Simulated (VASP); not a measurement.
# C (P6/mmm) in VASP: relaxation of cell and atoms with PBE

Aim: the relaxation of cell and atoms of C with PBE.

Program: VASP 6.6.1. These are calculated values, not measurements. Logs are shortened: lines on timing, memory, paths and dates and some standing lists are left out, and cuts for length are marked.

## 1. The cell of the first run

Symmetry: P6/mmm, No. 191, hexagonal system. Conventional cell: a = 2.025 Å, b = 2.025 Å, c = 1.904 Å, α = 90.00°, β = 90.00°, γ = 120.00°. C (site symmetry 6/mmm) has 8 C at 1.90 to 2.03 Å within 2.5 Å.

## 2. Relaxation of cell and atoms, PBE

Contents of INCAR:

```
SYSTEM = C
PREC = Accurate
ENCUT = 910
EDIFF = 1E-7
ISMEAR = -1
SIGMA = 0.1
LREAL = .False.
LASPH = .True.
NELM = 120
ALGO = Normal
ISIF = 3
LWAVE = .False.
LCHARG = .False.
GGA = PE
IBRION = 2
NSW = 60
EDIFFG = -0.005
GGA_COMPAT = .False.
NELMIN = 4
```

Contents of KPOINTS:

```
regular mesh
0
Gamma
  24 24 22
  0 0 0
```

Contents of POSCAR:

```
C
1.0
    2.0250204042      0.0000000000      0.0000000000
   -1.0125102021      1.7537191132      0.0000000000
    0.0000000000      0.0000000000      1.9035191800
C
1
Direct
    0.0000000000      0.0000000000      0.0000000000
```

Potentials or basis: VASP PAW PBE potentials, release 64 (C_h).

Run with:

```sh
$ cat potpaw_PBE.64/C_h/POTCAR > POTCAR
$ mpirun -np 1 vasp_std > vasp.out
```

OUTCAR:

```text
SYSTEM = C
   PREC = Accurate
   ENCUT = 910
   EDIFF = 1E-7
   ISMEAR = -1
   LREAL = .False.
   LASPH = .True.
   NELM = 120
   ISIF = 3
   GGA = PE
   IBRION = 2
   NSW = 60
   EDIFFG = -0.005
   NELMIN = 4

 ion  position               nearest neighbor table
   1  0.000  0.000  0.000-

  LATTYP: Found a hexagonal cell.
 ALAT       =     2.0250204042
 C/A-ratio  =     0.9400000000

  Lattice vectors:

 A1 = (   2.0250204042,   0.0000000000,   0.0000000000)
 A2 = (  -1.0125102021,   1.7537191132,   0.0000000000)
 A3 = (   0.0000000000,   0.0000000000,   1.9035191800)

Analysis of symmetry for initial positions (statically):
=====================================================================
 Subroutine PRICEL returns:
 Original cell was already a primitive cell.

 Routine SETGRP: Setting up the symmetry group for a
 hexagonal supercell.

 Subroutine GETGRP returns: Found 24 space group operations
 (whereof 24 operations were pure point group operations)
 out of a pool of 24 trial point group operations.

The static configuration has the point symmetry D_6h.

Analysis of symmetry for dynamics (positions and initial velocities):
=====================================================================
 Subroutine PRICEL returns:
 Original cell was already a primitive cell.

 Routine SETGRP: Setting up the symmetry group for a
 hexagonal supercell.

 Subroutine GETGRP returns: Found 24 space group operations
 (whereof 24 operations were pure point group operations)
 out of a pool of 24 trial point group operations.

The dynamic configuration has the point symmetry D_6h.

 Subroutine INISYM returns: Found 24 space group operations
 (whereof 24 operations are pure point group operations),
 and found     1 'primitive' translations

----------------------------------------------------------------------------------------

                                     Primitive cell

  volume of cell :       6.7600

  direct lattice vectors                    reciprocal lattice vectors
     2.025020404  0.000000000  0.000000000     0.493822185  0.285108371  0.000000000
    -1.012510202  1.753719113  0.000000000     0.000000000  0.570216743  0.000000000
     0.000000000  0.000000000  1.903519180     0.000000000  0.000000000  0.525342750

  length of vectors
     2.025020404  2.025020404  1.903519180     0.570216743  0.570216743  0.525342750

  position of ions in fractional coordinates (direct lattice)
     0.000000000  0.000000000  0.000000000

  ion indices of the primitive-cell ions
   primitive index   ion index
                 1           1

----------------------------------------------------------------------------------------

 KPOINTS: regular mesh

Automatic generation of k-mesh.
 Grid dimensions read from file:
 generate k-points for:   24   24   22

 Generating k-lattice:

  Cartesian coordinates                     Fractional coordinates (reciprocal lattice)
     0.020575924  0.011879515  0.000000000     0.041666667  0.000000000  0.000000000
     0.000000000  0.023759031  0.000000000     0.000000000  0.041666667  0.000000000
     0.000000000  0.000000000  0.023879216     0.000000000  0.000000000  0.045454545

  Length of vectors
     0.023759031  0.023759031  0.023879216

  Shift w.r.t. Gamma in fractional coordinates (k-lattice)
     0.000000000  0.000000000  0.000000000

 Subroutine IBZKPT returns following result:
 ===========================================

 Found    732 irreducible k-points:

 Following reciprocal coordinates:
            Coordinates               Weight
  0.000000  0.000000  0.000000      1.000000
  0.041667  0.000000  0.000000      6.000000
  0.083333  0.000000  0.000000      6.000000
  0.125000  0.000000  0.000000      6.000000
  0.166667  0.000000  0.000000      6.000000
  0.208333  0.000000  0.000000      6.000000
[... 16 lines left out ...]
  0.416667  0.041667  0.000000     12.000000
  0.458333  0.041667  0.000000     12.000000
 [... further k-points ...]
   k-points           NKPTS =    732   k-points in BZ     NKDIM =    732   number of bands    NBANDS=      6
   number of dos      NEDOS =    301   number of ions     NIONS =      1
   total plane-waves  NPLWV =   8000
   dimension x,y,z NGX =    20 NGY =   20 NGZ =   20
   dimension x,y,z NGXF=    40 NGYF=   40 NGZF=   40
   ions per type =               1
   NGX,Y,Z   is equivalent  to a cutoff of  16.42, 16.42, 17.47 a.u.
   NGXF,Y,Z  is equivalent  to a cutoff of  32.84, 32.84, 34.93 a.u.
 SYSTEM =  C
   PREC   = accura    normal or accurate (medium, high low for compatibility)
   ISTART =      0    job   : 0-new  1-cont  2-samecut
   ICHARG =      2    charge: 1-file 2-atom 10-const
   ISPIN  =      1    spin polarized calculation?
   LNONCOLLINEAR =      F non collinear calculations
   LSORBIT =      F    spin-orbit coupling
   LASPH  =      T    aspherical Exc in radial PAW
   ENCUT  =  910.0 eV  66.88 Ry    8.18 a.u.   4.98  4.98  4.68*2*pi/ulx,y,z
   NELM   =    120;   NELMIN=  4; NELMDL= -5     # of ELM steps
   EDIFF  = 0.1E-06   stopping-criterion for ELM
   LREAL  =      F    real-space projection
   EDIFFG = -.5E-02   stopping-criterion for IOM
   NSW    =     60    number of steps for IOM
   IBRION =      2    ionic relax: 0-MD 1-quasi-New 2-CG
   NFREE  =      1    steps in history (QN), initial steepest desc. (CG)
   ISIF   =      3    stress and relaxation
   ISYM   =      2    0-nonsym 1-usesym 2-fastsym
   POTIM  = 0.5000    time-step for ionic-motion
   TEBEG  =    0.0;   TEEND  =   0.0 temperature during run
   PSTRESS=    0.0 pullay stress
   NELECT =       4.0000    total number of electrons
   NUPDOWN=      -1.0000    fix difference up-down
   EMIN   =  10.00;   EMAX   =-10.00  energy-range for DOS
   EFERMI =   0.00;   METHOD = LEGACY
   ISMEAR =    -1;   SIGMA  =   0.10  broadening in eV -4-tet -1-fermi 0-gaus
   EFERMI_NEDOS =   21; number of points for ismear=-14 and -15
   IALGO  =     38    algorithm
   IMIX   =      4    mixing-type and parameters
     AMIX     =   0.40;   BMIX     =  1.00
     AMIX_MAG =   1.60;   BMIX_MAG =  1.00
  volume/ion in A,a.u.               =       6.76        45.62
  Fermi-wavevector in a.u.,A,eV,Ry     =   1.374398  2.597236 25.701005  1.888971
  Thomas-Fermi vector in A             =   2.499828
   LORBIT       =      0    0 simple, 1 ext, 2 COOP (PROOUT), +10 PAW based schemes
   GGA     = PE    functional components
   LHFCALC =     F    Hartree Fock is set to
   AEXX    =    0.0000 exact exchange contribution
   IVDW    =     0    specifies the selected vdW correction
   LEPSILON=     F    determine dielectric tensor
   LRPA    =     F    only Hartree local field effects (RPA)
 conjugate gradient relaxation of ions
 non-spin polarized calculation
  energy-cutoff  :      910.00
  volume of cell :        6.76
 maximum number of plane-waves:       438
 NGX is ok and might be reduce to    20
   NGX =  9   NGY =  9   NGZ =  9

--------------------------------------- Ionic step        1  -------------------------------------------

 number of electron       4.0000000 magnetization

 Free energy of the ion-electron system (eV)
  ---------------------------------------------------
  ext. energy  EPLUGINS =         0.00000000
  ---------------------------------------------------
  free energy    TOTEN  =        -5.81568171 eV

  energy without entropy =       -5.80762470  energy(sigma->0) =       -5.81165320

 E-fermi :   9.4303     XC(G=0): -13.0806

 val. band max:        9.4249170620   @ k =   0.3333   0.2083   0.4545
 cond. band min:       9.4821036686   @ k =   0.3750   0.1667   0.4091
 fundamental gap:      0.0571866066
 Fermi energy:         9.4303450850

 k-point     1 :       0.0000    0.0000    0.0000
  band No.  band energies     occupation
      1     -10.2512      2.00000
      2      16.8493      0.00000
      3      17.8836      0.00000
      4      17.8836      0.00000
      5      32.7967      0.00000
      6      39.5634      0.00000
[... 199 lines left out ...]
 k-point    24 :       0.4583    0.0417    0.0000
  band No.  band energies     occupation
      1      -1.0861      2.00000
      2       0.5729      2.00000
      3      13.4041      0.00000
      4      19.9895      0.00000
      5      28.9537      0.00000
      6      39.1192      0.00000

 [... further k-points ...]
[... 5 lines left out ...]
  --------------------------------------------------------------------------------------
  -------------------------------------------------------------------------------------
  Total       -0.6996124     -0.6996124     -3.5262869      0.0000000      0.0000000      0.0000000
  in kB     -165.8140716   -165.8140716   -835.7599076      0.0000000      0.0000000      0.0000000
  external PRESSURE =    -389.1293503 kB  Pullay stress =       0.0000000 kB
[... 86 lines left out ...]
  FREE ENERGIE OF THE ION-ELECTRON SYSTEM (eV)
  ---------------------------------------------------
  free  energy   TOTEN  =        -6.2766685446 eV

  energy  without entropy=       -6.2720433876  energy(sigma->0) =       -6.27435597

[... ionic steps 4 to 10 ...]

--------------------------------------- Ionic step       11  -------------------------------------------

 number of electron       4.0000000 magnetization

------------------------ aborting loop because EDIFF is reached ----------------------------------------
[... 65 lines left out ...]
--------------------------------------- Ionic step       13  -------------------------------------------

 number of electron       4.0000000 magnetization

 Free energy of the ion-electron system (eV)
  ---------------------------------------------------
  ext. energy  EPLUGINS =         0.00000000
  ---------------------------------------------------
  free energy    TOTEN  =        -6.29662598 eV

  energy without entropy =       -6.29093464  energy(sigma->0) =       -6.29378031

 E-fermi :  12.1451     XC(G=0): -14.0185

 val. band max:       12.1421864321   @ k =   0.3750   0.1250   0.0000
 cond. band min:      12.1811195494   @ k =   0.1667   0.1667   0.2727
 fundamental gap:      0.0389331173
 Fermi energy:        12.1451416846

 k-point     1 :       0.0000    0.0000    0.0000
  band No.  band energies     occupation
      1     -10.0143      2.00000
      2      19.1835      0.00000
      3      19.1835      0.00000
      4      28.4731      0.00000
      5      38.4654      0.00000
      6      41.8480      0.00000
[... 199 lines left out ...]
 k-point    24 :       0.4583    0.0417    0.0000
  band No.  band energies     occupation
      1      -0.7787      2.00000
      2       1.0847      2.00000
      3      14.4386      0.00000
      4      29.9397      0.00000
      5      30.7303      0.00000
      6      49.0041      0.00000

 [... further k-points ...]
[... 5 lines left out ...]
  --------------------------------------------------------------------------------------
  -------------------------------------------------------------------------------------
  Total        0.0014293      0.0014293     -0.0031547      0.0000000     -0.0000000      0.0000000
  in kB        0.4112054      0.4112054     -0.9075753      0.0000000     -0.0000000      0.0000000
  external PRESSURE =      -0.0283882 kB  Pullay stress =       0.0000000 kB
[... 16 lines left out ...]
  FREE ENERGIE OF THE ION-ELECTRON SYSTEM (eV)
  ---------------------------------------------------
  free  energy   TOTEN  =        -6.2966259762 eV

  energy  without entropy=       -6.2909346405  energy(sigma->0) =       -6.29378031

 reached required accuracy - stopping structural energy minimisation
```

Run time: 4.4 min. Hardware: 1 thread of AMD EPYC 7R43 (Zen 3), shared host; peak memory 0.14 GiB.

Results:

| Property | Result |
| --- | --- |
| Free energy | -6.2966 eV |
| Relaxed volume | 5.57 Å³/atom |
| Relaxed cell | a = 2.010 Å, b = 2.010 Å, c = 1.592 Å, α = 90.00°, β = 90.00°, γ = 120.00° |
| Space group after relaxing (to 0.1 Å) | P6/mmm (No. 191) |
| Energy gained by relaxing | 480.9 meV/atom |
| Ionic steps | 13 |
| Pressure after relaxing | 0.0 GPa |
| Band gap on the k mesh | zero (bands 2 and 3 overlap by 15.75 eV) |

The path:
| step | energy change (eV) | largest force (eV/Å) | pressure (GPa) | volume (Å³) |
| --- | --- | --- | --- | --- |
| 1 | 0.0000 | 0.0000 | -38.91 | 6.76 |
| 2 | -0.4568 | 0.0000 | 22.15 | 5.24 |
| 3 | -0.4610 | 0.0000 | 11.57 | 5.34 |
| 4 | -0.4611 | 0.0000 | 14.23 | 5.31 |
| 5 | -0.4725 | 0.0000 | 12.25 | 5.50 |
| 6 | -0.4736 | 0.0000 | 12.54 | 5.42 |
| 7 | -0.4729 | 0.0000 | -12.03 | 5.79 |
| 8 | -0.4804 | 0.0000 | -0.17 | 5.59 |
| 9 | -0.4809 | 0.0000 | -0.22 | 5.58 |
| 10 | -0.4809 | 0.0000 | -0.21 | 5.57 |
| 11 | -0.4809 | 0.0000 | -0.22 | 5.57 |
| 12 | -0.4809 | 0.0000 | 0.20 | 5.57 |
| 13 | -0.4809 | 0.0000 | 0.00 | 5.57 |

Final structure:
```yaml
crystal:
  lattice:
    - [2.00983, 0.00000, 0.00000]
    - [-1.00491, 1.74056, 0.00000]
    - [0.00000, 0.00000, 1.59198]
  atoms:
    - { symbol: C, position: [0.00000, 0.00000, 0.00000] }
```

Caveat: the cutoff is under 1.25 times the usual one of these potentials, so pressure, stress and relaxed cells hold a basis-set (Pulay) error; the volume moved by over 15 % at a fixed basis, so the end points are rough.
